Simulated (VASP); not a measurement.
# Mg (P6/mmm) in VASP: a series of runs

The runs below take Mg through equation of state, with LAK.

Everything below comes from runs of VASP 6.6.1. Logs are shortened: lines on timing, memory, paths and dates and some standing lists are left out, and cuts for length are marked.

## (1) The cell of the first run

The structure is hexagonal, space group P6/mmm (No. 191). Conventional cell: a = 3.050 Å, b = 3.050 Å, c = 3.045 Å, α = 90.00°, β = 90.00°, γ = 120.00°. Within 4.0 Å of Mg (site symmetry 6/mmm) lie 8 Mg at 3.04 to 3.05 Å.

This isn't the form of Mg at room conditions, which is hcp.

## (2) Equation of state, LAK

The input, POSCAR.step1:

```
Mg
1.0
    2.9666875026      0.0000000000      0.0000000000
   -1.4833437513      2.5692267423      0.0000000000
    0.0000000000      0.0000000000      2.9613749982
Mg
1
Direct
    0.0000000000      0.0000000000      0.0000000000
```

The input, POSCAR.step2:

```
Mg
1.0
    3.0090744793      0.0000000000      0.0000000000
   -1.5045372397      2.6059349410      0.0000000000
    0.0000000000      0.0000000000      3.0036860718
Mg
1
Direct
    0.0000000000      0.0000000000      0.0000000000
```

The input, POSCAR.step3:

```
Mg
1.0
    3.0502998005      0.0000000000      0.0000000000
   -1.5251499003      2.6416371164      0.0000000000
    0.0000000000      0.0000000000      3.0448375700
Mg
1
Direct
    0.0000000000      0.0000000000      0.0000000000
```

The input, POSCAR.step4:

```
Mg
1.0
    3.0904399273      0.0000000000      0.0000000000
   -1.5452199637      2.6763994860      0.0000000000
    0.0000000000      0.0000000000      3.0849058172
Mg
1
Direct
    0.0000000000      0.0000000000      0.0000000000
```

The input, POSCAR.step5:

```
Mg
1.0
    3.1295635734      0.0000000000      0.0000000000
   -1.5647817868      2.7102815573      0.0000000000
    0.0000000000      0.0000000000      3.1239594037
Mg
1
Direct
    0.0000000000      0.0000000000      0.0000000000
```

The input, INCAR:

```
SYSTEM = Mg
METAGGA = LAK ; ISMEAR = 1
SIGMA = 0.1 ; LWAVE = .FALSE.
LCHARG = .FALSE. ; ISIF = 2
NSW = 0 ; PREC = Accurate
LASPH = .TRUE. ; LREAL = .FALSE.
ALGO = Normal ; EDIFF = 1E-6
NELM = 120 ; GGA_COMPAT = .FALSE.
ENCUT = 260 ; LMIXTAU = .TRUE.
```

The input, KPOINTS:

```
Automatic mesh
0
Gamma
  14 14 12
  0 0 0
```

Potentials or basis: VASP PAW PBE potentials, release 64 (Mg).

On the command line:

```console
> cat potpaw_PBE.64/Mg/POTCAR > POTCAR
> cp POSCAR.step1 POSCAR
> mpirun -np 1 vasp_std > vasp.out
> cp POSCAR.step2 POSCAR
> mpirun -np 1 vasp_std > vasp.out
> cp POSCAR.step3 POSCAR
> mpirun -np 1 vasp_std > vasp.out
> cp POSCAR.step4 POSCAR
> mpirun -np 1 vasp_std > vasp.out
> cp POSCAR.step5 POSCAR
> mpirun -np 1 vasp_std > vasp.out
```

OUTCAR:

```text
SYSTEM = Mg
   METAGGA = LAK
   ISMEAR = 1
   ISIF = 2
   NSW = 0
   PREC = Accurate
   LASPH = .TRUE.
   LREAL = .FALSE.
   EDIFF = 1E-6
   NELM = 120
   ENCUT = 260

 Found    168 irreducible k-points:

 Following reciprocal coordinates:
            Coordinates               Weight
  0.000000  0.000000  0.000000      1.000000
  0.071429  0.000000  0.000000      6.000000
  0.142857  0.000000  0.000000      6.000000
  0.214286 -0.000000  0.000000      6.000000
  0.285714  0.000000  0.000000      6.000000
  0.357143  0.000000  0.000000      6.000000
   k-points           NKPTS =    168   k-points in BZ     NKDIM =    168   number of bands    NBANDS=      5
   number of dos      NEDOS =    301   number of ions     NIONS =      1
   total plane-waves  NPLWV =   4096
   dimension x,y,z NGX =    16 NGY =   16 NGZ =   16
   dimension x,y,z NGXF=    32 NGYF=   32 NGZF=   32
   ions per type =               1
   NGX,Y,Z   is equivalent  to a cutoff of   8.50,  8.50,  8.51 a.u.
   NGXF,Y,Z  is equivalent  to a cutoff of  17.00, 17.00, 17.03 a.u.
 SYSTEM =  Mg
   PREC   = accura    normal or accurate (medium, high low for compatibility)
   ISTART =      0    job   : 0-new  1-cont  2-samecut
   ICHARG =      2    charge: 1-file 2-atom 10-const
   ISPIN  =      1    spin polarized calculation?
   LNONCOLLINEAR =      F non collinear calculations
   LSORBIT =      F    spin-orbit coupling
   LASPH  =      T    aspherical Exc in radial PAW
   ENCUT  =  260.0 eV  19.11 Ry    4.37 a.u.   4.11  4.11  4.11*2*pi/ulx,y,z
   NELM   =    120;   NELMIN=  2; NELMDL=  0     # of ELM steps
   EDIFF  = 0.1E-05   stopping-criterion for ELM
   LREAL  =      F    real-space projection
   EDIFFG = 0.1E-04   stopping-criterion for IOM
   NSW    =      0    number of steps for IOM
   IBRION =     -1    ionic relax: 0-MD 1-quasi-New 2-CG
   NFREE  =      0    steps in history (QN), initial steepest desc. (CG)
   ISIF   =      2    stress and relaxation
   ISYM   =      2    0-nonsym 1-usesym 2-fastsym
   POTIM  = 0.5000    time-step for ionic-motion
   TEBEG  =    0.0;   TEEND  =   0.0 temperature during run

   SCALEE = 1.0000    scale energy and forces
   PSTRESS=    0.0 pullay stress
   NELECT =       2.0000    total number of electrons
   NUPDOWN=      -1.0000    fix difference up-down
   EMIN   =  10.00;   EMAX   =-10.00  energy-range for DOS
   EFERMI =   0.00;   METHOD = LEGACY
   ISMEAR =     1;   SIGMA  =   0.10  broadening in eV -4-tet -1-fermi 0-gaus
   EFERMI_NEDOS =   21; number of points for ismear=-14 and -15
   IALGO  =     38    algorithm
   IMIX   =      4    mixing-type and parameters
     AMIX     =   0.40;   BMIX     =  1.00
     AMIX_MAG =   1.60;   BMIX_MAG =  1.00
  volume/ion in A,a.u.               =      26.50       178.81
  Fermi-wavevector in a.u.,A,eV,Ry     =   0.691858  1.307422  6.512667  0.478668
  Thomas-Fermi vector in A             =   1.773627
   LORBIT       =      0    0 simple, 1 ext, 2 COOP (PROOUT), +10 PAW based schemes
   METAGGA = LAK    functional components
   LHFCALC =     F    Hartree Fock is set to
   AEXX    =    0.0000 exact exchange contribution
   IVDW    =     0    specifies the selected vdW correction
   LEPSILON=     F    determine dielectric tensor
   LRPA    =     F    only Hartree local field effects (RPA)

   CSHIFT  =0.1000    complex shift for real part using Kramers Kronig

   OMEGAMAX=  -1.0    maximum frequency
 non-spin polarized calculation
 Methfessel and Paxton  Order N= 1 SIGMA  =   0.10
  energy-cutoff  :      260.00
  volume of cell :       26.50
 maximum number of plane-waves:       268
   NGX =  9   NGY =  9   NGZ =  9

 number of electron       2.0000000 magnetization

 Free energy of the ion-electron system (eV)
  ---------------------------------------------------
  ext. energy  EPLUGINS =         0.00000000
  ---------------------------------------------------
  free energy    TOTEN  =        -0.54844801 eV

  energy without entropy =       -0.54864353  energy(sigma->0) =       -0.54851319

 E-fermi :   1.9541     XC(G=0):  -8.7959

 val. band max:        1.9478432273   @ k =   0.2857   0.1429   0.5000
 cond. band min:       1.9773824607   @ k =   0.3571   0.2857   0.0000
 fundamental gap:      0.0295392334
 Fermi energy:         1.9540776137

 k-point     1 :       0.0000    0.0000    0.0000
  band No.  band energies     occupation
      1      -5.0742      2.00000
      2      10.2760      0.00000
      3      11.2671      0.00000
      4      15.2199      0.00000
      5      15.2201      0.00000

 k-point     2 :       0.0714    0.0000    0.0000
  band No.  band energies     occupation
      1      -4.9587      2.00000
      2      10.2630      0.00000
      3      11.3638      0.00000
      4      13.4186      0.00000
      5      14.3821      0.00000

 k-point     3 :       0.1429    0.0000    0.0000
  band No.  band energies     occupation
      1      -4.6128      2.00000
      2       9.8681      0.00000
      3      11.4739      0.00000
      4      11.6543      0.00000
      5      13.3645      0.00000

 k-point     4 :       0.2143   -0.0000    0.0000
  band No.  band energies     occupation
      1      -4.0389      2.00000
      2       8.0913      0.00000
      3      10.9977      0.00000
      4      12.1388      0.00000
      5      12.5114      0.00000

 k-point     5 :       0.2857    0.0000    0.0000
  band No.  band energies     occupation
      1      -3.2408      2.00000
      2       5.9763      0.00000
      3      10.9198      0.00000
      4      11.8439      0.00000
      5      12.8173      0.00000

 k-point     6 :       0.3571    0.0000    0.0000
  band No.  band energies     occupation
      1      -2.2246      2.00000
      2       3.9739      0.00000
      3      10.8036      0.00000
      4      11.3665      0.00000
      5      13.6886      0.00000

 [... further k-points ...]

------------------------ aborting loop because EDIFF is reached ----------------------------------------

  FORCE on cell =-STRESS in cart. coord.  units (eV):
  Direction    XX          YY          ZZ          XY          YZ          ZX
  --------------------------------------------------------------------------------------
  -------------------------------------------------------------------------------------
  Total       -0.3574579     -0.3574579     -0.3259168      0.0000000      0.0000000      0.0000000
  in kB      -21.6138384    -21.6138384    -19.7066907      0.0000000      0.0000000      0.0000000
  external PRESSURE =     -20.9781225 kB  Pullay stress =       0.0000000 kB

 VOLUME and BASIS-vectors are now :
 -----------------------------------------------------------------------------
  energy-cutoff  :      260.00
  volume of cell :       26.50
      direct lattice vectors                 reciprocal lattice vectors
     3.129563573  0.000000000  0.000000000     0.319533372  0.184482678  0.000000000
    -1.564781787  2.710281557  0.000000000     0.000000000  0.368965356  0.000000000
     0.000000000  0.000000000  3.123959404     0.000000000  0.000000000  0.320106593

 POSITION                                       TOTAL-FORCE (eV/Angst)
 -----------------------------------------------------------------------------------
      0.00000      0.00000      0.00000         0.000000      0.000000      0.000000
 -----------------------------------------------------------------------------------
    total drift:                                0.000000      0.000000     -0.000000

  FREE ENERGIE OF THE ION-ELECTRON SYSTEM (eV)
  ---------------------------------------------------
  free  energy   TOTEN  =        -0.5484480135 eV

  energy  without entropy=       -0.5486435294  energy(sigma->0) =       -0.54851319
```

OUTCAR.step1:

```text
SYSTEM = Mg
   METAGGA = LAK
   ISMEAR = 1
   ISIF = 2
   NSW = 0
   PREC = Accurate
[... 164 lines left out ...]

 POSITION                                       TOTAL-FORCE (eV/Angst)
 -----------------------------------------------------------------------------------
      0.00000      0.00000      0.00000        -0.000000      0.000000      0.000000
 -----------------------------------------------------------------------------------
    total drift:                               -0.000000      0.000000     -0.000000

  FREE ENERGIE OF THE ION-ELECTRON SYSTEM (eV)
  ---------------------------------------------------
  free  energy   TOTEN  =        -0.5406480197 eV

  energy  without entropy=       -0.5408027476  energy(sigma->0) =       -0.54069960
```

OUTCAR.step2:

```text
SYSTEM = Mg
   METAGGA = LAK
   ISMEAR = 1
   ISIF = 2
   NSW = 0
   PREC = Accurate
[... 164 lines left out ...]

 POSITION                                       TOTAL-FORCE (eV/Angst)
 -----------------------------------------------------------------------------------
      0.00000      0.00000      0.00000         0.000000      0.000000      0.000000
 -----------------------------------------------------------------------------------
    total drift:                                0.000000      0.000000     -0.000000

  FREE ENERGIE OF THE ION-ELECTRON SYSTEM (eV)
  ---------------------------------------------------
  free  energy   TOTEN  =        -0.5557689680 eV

  energy  without entropy=       -0.5558994168  energy(sigma->0) =       -0.55581245
```

Run time: 82 s. Hardware: 1 thread of Intel Xeon Platinum 8488C (Sapphire Rapids), shared host; peak memory 0.12 GiB.

Results:

```yaml
Equilibrium_volume: 24.65 Å³/atom
Bulk_modulus_at_fixed_shape_and_positions: 33 GPa
Pressure_derivative_of_the_bulk_modulus: "3.8 (rough: it moves with the points fitted)"
```

Energy against volume, from the lowest point:
```
volume (Å³/atom)  energy (meV/atom)
          22.572              20.37
          23.553               5.25
          24.535               0.00
          25.516               2.91
          26.497              12.57
```

Caveat: the cell was scaled at fixed shape and fractional positions, which overstates the stiffness of a crystal with free parameters, most of all of layers and chains; the PAW data sets were made with another functional, which shifts forces and pressure a little.

[end of part 1 of 2]
